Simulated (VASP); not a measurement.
# Al (P6_3/mmc) in VASP: further runs

The runs below take Al through single point, with PBEsol+D3(BJ).

Program: VASP 6.6.1. These are calculated values, not measurements. Logs are shortened: lines on timing, memory, paths and dates and some standing lists are left out, and cuts for length are marked.

## (1) The cell of the first run

It takes space group P6_3/mmc (No. 194, hexagonal). The conventional cell has a = 2.914 Å, b = 2.914 Å, c = 9.004 Å, α = 90.00°, β = 90.00°, γ = 120.00°. Within 3.7 Å of Al (site symmetry -3m) lie 12 Al at 2.81 to 2.91 Å. Al (site symmetry -6m2) has 12 Al at 2.81 to 2.91 Å within 3.7 Å.

This isn't the form of Al at room conditions, which is fcc.

## (2) Single point, PBEsol+D3(BJ) (16.55 Å³/atom)

File INCAR:

```
SYSTEM = Al
PREC     = Accurate       ! precision mode
ENCUT    = 520            ! plane-wave cutoff, eV
EDIFF    = 1E-6           ! SCF threshold, eV
ISMEAR   = 0              ! smearing method
SIGMA    = 0.15           ! smearing width, eV
LREAL    = .False.        ! projectors in reciprocal space
LASPH    = .True.         ! aspherical terms in the spheres
NELM     = 60             ! most SCF steps
ALGO     = Fast           ! electronic algorithm
ISIF     = 2              ! what is computed and relaxed
LWAVE    = .False.        ! write WAVECAR
LCHARG   = .False.        ! write CHGCAR
GGA      = PS             ! functional
IVDW     = 12             ! dispersion correction
NBANDS   = 14             ! bands
```

File KPOINTS:

```
Automatic mesh
0
Gamma
  18 18 6
  0 0 0
```

File POSCAR:

```
Al
1.0
    2.9135337878      0.0000000000      0.0000000000
   -1.4567668939      2.5231942751      0.0000000000
    0.0000000000      0.0000000000      9.0039848179
Al
4
Direct
    0.0000000000      0.0000000000      0.0000000000
    0.3333333333      0.6666666667      0.2500000000
    0.0000000000      0.0000000000      0.5000000000
    0.6666666667      0.3333333333      0.7500000000
```

Potentials or basis: VASP PAW PBE potentials, release 64 (Al).

Run with:

```console
> cat potpaw_PBE.64/Al/POTCAR > POTCAR
> mpirun -np 1 vasp_std > vasp.out
```

OUTCAR:

```text
SYSTEM = Al
   PREC = Accurate
   ENCUT = 520
   EDIFF = 1E-6
   ISMEAR = 0
   LREAL = .False.
   LASPH = .True.
   NELM = 60
   ISIF = 2
   GGA = PS
   IVDW = 12
 IVDW          = 12

 ion  position               nearest neighbor table
   1  0.000  0.000  0.000-   2 2.81   4 2.81   4 2.81   2 2.81   4 2.81   2 2.81
   2  0.333  0.667  0.250-   1 2.81   3 2.81   1 2.81   3 2.81   1 2.81   3 2.81
   3  0.000  0.000  0.500-   2 2.81   4 2.81   4 2.81   2 2.81   4 2.81   2 2.81
   4  0.667  0.333  0.750-   1 2.81   3 2.81   1 2.81   3 2.81   1 2.81   3 2.81

  LATTYP: Found a hexagonal cell.
 ALAT       =     2.9135337878
 C/A-ratio  =     3.0904000000

  Lattice vectors:

 A1 = (   2.9135337878,   0.0000000000,   0.0000000000)
 A2 = (  -1.4567668939,   2.5231942751,   0.0000000000)
 A3 = (   0.0000000000,   0.0000000000,   9.0039848179)

Analysis of symmetry for initial positions (statically):
=====================================================================
 Subroutine PRICEL returns:
 Original cell was already a primitive cell.

 Routine SETGRP: Setting up the symmetry group for a
 hexagonal supercell.

 Subroutine GETGRP returns: Found 24 space group operations
 (whereof 12 operations were pure point group operations)
 out of a pool of 24 trial point group operations.

The static configuration has the point symmetry D_3d.
 The point group associated with its full space group is D_6h.

Analysis of symmetry for dynamics (positions and initial velocities):
=====================================================================
 Subroutine PRICEL returns:
 Original cell was already a primitive cell.

 Routine SETGRP: Setting up the symmetry group for a
 hexagonal supercell.

 Subroutine GETGRP returns: Found 24 space group operations
 (whereof 12 operations were pure point group operations)
 out of a pool of 24 trial point group operations.

The dynamic configuration has the point symmetry D_3d.
 The point group associated with its full space group is D_6h.

 Subroutine INISYM returns: Found 24 space group operations
 (whereof 12 operations are pure point group operations),
 and found     1 'primitive' translations

----------------------------------------------------------------------------------------

                                     Primitive cell

  volume of cell :      66.1920

  direct lattice vectors                    reciprocal lattice vectors
     2.913533788  0.000000000  0.000000000     0.343225812  0.198161515  0.000000000
[... 105 lines left out ...]
   ISMEAR =     0;   SIGMA  =   0.15  broadening in eV -4-tet -1-fermi 0-gaus
   EFERMI_NEDOS =   21; number of points for ismear=-14 and -15
   IALGO  =     68    algorithm
   IMIX   =      4    mixing-type and parameters
     AMIX     =   0.40;   BMIX     =  1.00
     AMIX_MAG =   1.60;   BMIX_MAG =  1.00
  volume/ion in A,a.u.               =      16.55       111.67
  Fermi-wavevector in a.u.,A,eV,Ry     =   0.926545  1.750917 11.680418  0.858487
  Thomas-Fermi vector in A             =   2.052519
   LORBIT       =      0    0 simple, 1 ext, 2 COOP (PROOUT), +10 PAW based schemes
   GGA     = PS    functional components
   LHFCALC =     F    Hartree Fock is set to
   AEXX    =    0.0000 exact exchange contribution
   IVDW    =    12    specifies the selected vdW correction
   LEPSILON=     F    determine dielectric tensor
   LRPA    =     F    only Hartree local field effects (RPA)
 non-spin polarized calculation
 RMM-DIIS sequential band-by-band and
 Gauss-broadening in eV      SIGMA  =   0.15
  energy-cutoff  :      520.00
  volume of cell :       66.19
 maximum number of plane-waves:      1834
 NGX is ok and might be reduce to    24
   NGX = 11   NGY = 11   NGZ = 33

 number of electron      12.0000000 magnetization

 Free energy of the ion-electron system (eV)
  ---------------------------------------------------
  ext. energy  EPLUGINS =         0.00000000
  ---------------------------------------------------
  free energy    TOTEN  =       -16.28365693 eV

  energy without entropy =      -16.26570727  energy(sigma->0) =      -16.27468210

 E-fermi :   7.9246     XC(G=0): -10.2455

 val. band max:        7.9091890146   @ k =   0.3333   0.1667   0.0000
 cond. band min:       7.9347056276   @ k =   0.4444  -0.0000   0.0000
 fundamental gap:      0.0255166130
 Fermi energy:         7.9245841017

 k-point     1 :       0.0000    0.0000    0.0000
  band No.  band energies     occupation
      1      -3.1940      2.00000
      2      -1.3811      2.00000
      3      -1.3794      2.00000
      4       3.6527      2.00000
      5       4.2325      2.00000
      6      12.3952      0.00000
      7      12.4182      0.00000
      8      17.6755      0.00000
      9      17.6755      0.00000
     10      17.9580      0.00000
     11      17.9580      0.00000
     12      19.0918      0.00000
     13      19.0932      0.00000
     14      19.3479      0.00000
[... 377 lines left out ...]
      1       1.5286      2.00000
      2       3.2506      2.00000
      3       3.2739      2.00000
      4       4.0018      2.00000
      5       5.7333      2.00000
      6       5.7904      2.00000
      7       8.1266      0.05688
      8       8.8191      0.00000
      9      10.0603      0.00000
     10      10.4696      0.00000
     11      11.4377      0.00000
     12      11.8940      0.00000
     13      12.1261      0.00000
     14      16.2527      0.00000

 [... further k-points ...]

------------------------ aborting loop because EDIFF is reached ----------------------------------------

 Edisp (eV)   -1.26600

 E8    (eV) :    -0.8525

  FORCE on cell =-STRESS in cart. coord.  units (eV):
  Direction    XX          YY          ZZ          XY          YZ          ZX
  --------------------------------------------------------------------------------------
  -------------------------------------------------------------------------------------
  Total      -2.24372    -2.24372    -0.72369     0.00000     0.00000     0.00000
  in kB     -54.30932   -54.30932   -17.51687     0.00000     0.00000     0.00000
  external pressure =      -42.05 kB  Pullay stress =        0.00 kB

 VOLUME and BASIS-vectors are now :
 -----------------------------------------------------------------------------
  energy-cutoff  :      520.00
  volume of cell :       66.19
      direct lattice vectors                 reciprocal lattice vectors
     2.913533788  0.000000000  0.000000000     0.343225812  0.198161515  0.000000000
    -1.456766894  2.523194275  0.000000000     0.000000000  0.396323030  0.000000000
     0.000000000  0.000000000  9.003984818     0.000000000  0.000000000  0.111061938

 POSITION                                       TOTAL-FORCE (eV/Angst)
 -----------------------------------------------------------------------------------
      0.00000      0.00000      0.00000         0.000000      0.000000      0.000000
     -0.00000      1.68213      2.25100         0.000000     -0.000000     -0.000000
      0.00000      0.00000      4.50199         0.000000      0.000000      0.000000
      1.45677      0.84106      6.75299        -0.000000      0.000000     -0.000000
 -----------------------------------------------------------------------------------
    total drift:                               -0.000000      0.000000      0.000000

  FREE ENERGIE OF THE ION-ELECTRON SYSTEM (eV)
  ---------------------------------------------------
  free  energy   TOTEN  =       -17.5496540456 eV

  energy  without entropy=      -17.5317043805  energy(sigma->0) =      -17.54067921
```

stdout:

```text
POSCAR found type information on POSCAR Al
 POSCAR found :  1 types and       4 ions
 scaLAPACK will be used
 -----------------------------------------------------------------------------
|                                                                             |
|                                                                             |
|     You enforced a specific xc type in the INCAR file but a different       |
|     I HOPE YOU KNOW WHAT YOU ARE DOING!                                     |
|                                                                             |
 -----------------------------------------------------------------------------

 LDA part: xc-table for (Slater+PW92), standard interpolation
 POSCAR, INCAR and KPOINTS ok, starting setup
 FFT: planning ... GRIDC
 FFT: planning ... GRID_SOFT
 FFT: planning ... GRID
 WAVECAR not read
 entering main loop
```

It took 3.6 min on 1 thread of AMD EPYC 7R13, shared host; peak memory 0.23 GiB.

What came out:

```yaml
Free_energy: -17.5497 eV
Pressure: -4.2 GPa
Band_gap_on_the_k_mesh: zero (bands 6 and 7 overlap by 6.33 eV)
Dispersion_energy_per_atom: -0.317 eV
```

Stress tensor (GPa, compression positive):
```
-5.43  0.00  0.00
 0.00 -5.43  0.00
 0.00  0.00 -1.75
```

Levels at points of the mesh, in eV from the Fermi level:
```tsv
k point	band 2	band 3	band 4	band 5	band 6	band 7	band 8	band 9	band 10	band 11
(0.00, 0.00, 0.00)	-9.31	-9.30	-4.27	-3.69	4.47	4.49	9.75	9.75	10.03	10.03
(0.50, 0.00, 0.00)	-5.35	-4.00	-3.88	-3.48	-3.32	0.90	1.38	1.79	2.03	4.91
(0.00, 0.00, 0.50)	-10.66	-7.07	-7.07	-0.10	-0.10	9.56	9.56	10.08	10.08	10.08
(0.50, 0.00, 0.50)	-5.08	-4.91	-4.91	-1.81	-1.81	-1.14	-1.14	5.01	5.01	5.14
```

Caveat: the cell stands under tension; the PAW data sets were made with another functional, which shifts forces and pressure a little.

## (3) Single point, PBEsol+D3(BJ) (16.86 Å³/atom)

This run uses another cell than the first one, of 16.86 Å³/atom.

File INCAR:

```
SYSTEM = Al
PREC = Accurate
ENCUT = 520
EDIFF = 1E-7
ISMEAR = 0
SIGMA = 0.15
LREAL = .FALSE.
LASPH = .TRUE.
NELM = 60
ALGO = Fast
ISIF = 2
LWAVE = .FALSE.
LCHARG = .FALSE.
GGA = PS
IVDW = 12
NBANDS = 14
```

File KPOINTS:

```
Automatic mesh
0
G
  18 18 6
  0 0 0
```

File POSCAR:

```
Al
1.0
    2.9121985842      0.0000000000      0.0000000000
   -1.4560992921      2.5220379548      0.0000000000
    0.0000000000      0.0000000000      9.1821621359
Al
4
Direct
    0.0000000000      0.0000000000      0.0000000000
    0.3333333333      0.6666666667      0.2500000000
    0.0000000000      0.0000000000      0.5000000000
    0.6666666667      0.3333333333      0.7500000000
```

Potentials or basis: VASP PAW PBE potentials, release 64 (Al).

Run with:

```console
> cat potpaw_PBE.64/Al/POTCAR > POTCAR
> mpirun -np 1 vasp_std > vasp.out
```

It took 6.2 min on 1 thread of AMD EPYC 7R13, shared host; peak memory 0.23 GiB.

It converged, with:

* Free energy: -17.5283 eV
* Pressure: -5.7 GPa
* Band gap on the k mesh: zero (bands 6 and 7 overlap by 5.94 eV)
* Dispersion energy per atom: -0.311 eV

Stress tensor (GPa, compression positive):
```
-6.52  0.00  0.00
 0.00 -6.52  0.00
 0.00  0.00 -3.94
```

Levels at points of the mesh, in eV from the Fermi level:
| k point | band 2 | band 3 | band 4 | band 5 | band 6 | band 7 | band 8 | band 9 | band 10 | band 11 |
| --- | --- | --- | --- | --- | --- | --- | --- | --- | --- | --- |
| (0.00, 0.00, 0.00) | -9.24 | -9.24 | -4.32 | -3.92 | 4.04 | 4.06 | 9.93 | 9.93 | 10.20 | 10.20 |
| (0.50, 0.00, 0.00) | -5.21 | -3.91 | -3.80 | -3.41 | -3.26 | 0.87 | 1.36 | 1.57 | 1.84 | 5.08 |
| (0.00, 0.00, 0.50) | -10.54 | -7.09 | -7.09 | -0.38 | -0.38 | 9.00 | 9.00 | 10.24 | 10.24 | 10.24 |
| (0.50, 0.00, 0.50) | -4.95 | -4.79 | -4.79 | -1.80 | -1.80 | -1.15 | -1.15 | 4.84 | 4.84 | 4.90 |

Caveat: the cell stands under tension; the PAW data sets were made with another functional, which shifts forces and pressure a little.

## (4) Single point, PBEsol+D3(BJ) (16.86 Å³/atom)

This run uses another cell than the first one, of 16.86 Å³/atom.

File INCAR:

```
PREC = Accurate ; ENCUT = 520
EDIFF = 1E-6 ; ISMEAR = 0
SIGMA = 0.15 ; LREAL = F
LASPH = T ; NELM = 80
ALGO = Normal ; ISIF = 2
LWAVE = F ; LCHARG = T
GGA = PS ; IVDW = 12
LELF = T ; LVHAR = T
NBANDS = 14
```

File KPOINTS:

```
Automatic mesh
0
Gamma
  18 18 6
```

File POSCAR:

```
Al
1.0
    2.9513753088      0.0000000000      0.0000000000
   -1.4756876544      2.5559659935      0.0000000000
    0.0000000000      0.0000000000      8.9400109478
Al
4
Direct
    0.0000000000      0.0000000000      0.0000000000
    0.3333333333      0.6666666667      0.2500000000
    0.0000000000      0.0000000000      0.5000000000
    0.6666666667      0.3333333333      0.7500000000
```

Run with:

```console
> cat potpaw_PBE.64/Al/POTCAR > POTCAR
> mpirun -np 1 vasp_std > vasp.out
```

Run time: 3.1 min. Hardware: 1 thread of AMD EPYC 7R13, shared host; peak memory 0.23 GiB.

It converged, with:

```
Free energy                : -17.4904 eV
Pressure                   : -5.2 GPa
Band gap on the k mesh     : zero (bands 6 and 7 overlap by 6.64 eV)
Dispersion energy per atom : -0.311 eV
```

Stress tensor (GPa, compression positive):
```
-6.68  0.00  0.00
 0.00 -6.68  0.00
 0.00  0.00 -2.18
```

Levels at points of the mesh, in eV from the Fermi level:
| k point | band 4 | band 5 | band 6 | band 7 | band 8 | band 9 |
| --- | --- | --- | --- | --- | --- | --- |
| (0.00, 0.00, 0.00) | -4.08 | -3.42 | 4.81 | 4.84 | 9.30 | 9.30 |
| (0.50, 0.00, 0.00) | -3.83 | -3.51 | -3.32 | 0.94 | 1.43 | 1.93 |
| (0.00, 0.00, 0.50) | -6.89 | 0.19 | 0.19 | 9.63 | 9.63 | 9.63 |
| (0.50, 0.00, 0.50) | -4.89 | -1.77 | -1.77 | -1.10 | -1.10 | 5.01 |

Caveat: the cell stands under tension; the PAW data sets were made with another functional, which shifts forces and pressure a little.

## (5) Overview

```tsv
cell	gap on the mesh (eV)	pressure (GPa)
a = 2.914, b = 2.914, c = 9.004 Å, angles 90.0, 90.0, 120.0°, 4 atoms	none	-4.2
a = 2.912, b = 2.912, c = 9.182 Å, angles 90.0, 90.0, 120.0°, 4 atoms	none	-5.7
a = 2.951, b = 2.951, c = 8.940 Å, angles 90.0, 90.0, 120.0°, 4 atoms	none	-5.2
```

Alike in all rows: task single point; level PBEsol+D3(BJ); potentials or basis VASP PAW PBE potentials, release 64 (Al); no spin polarisation; k mesh 18 × 18 × 6; cutoff (eV) 520; smearing gaussian 0.15 eV.

Caveats: the cell stands under tension; the PAW data sets were made with another functional, which shifts forces and pressure a little.

Total energies depend on the potentials used, so only differences within one code and one set of settings carry meaning.

The gap in the log of VASP goes by the Fermi energy; the results here count the filled bands.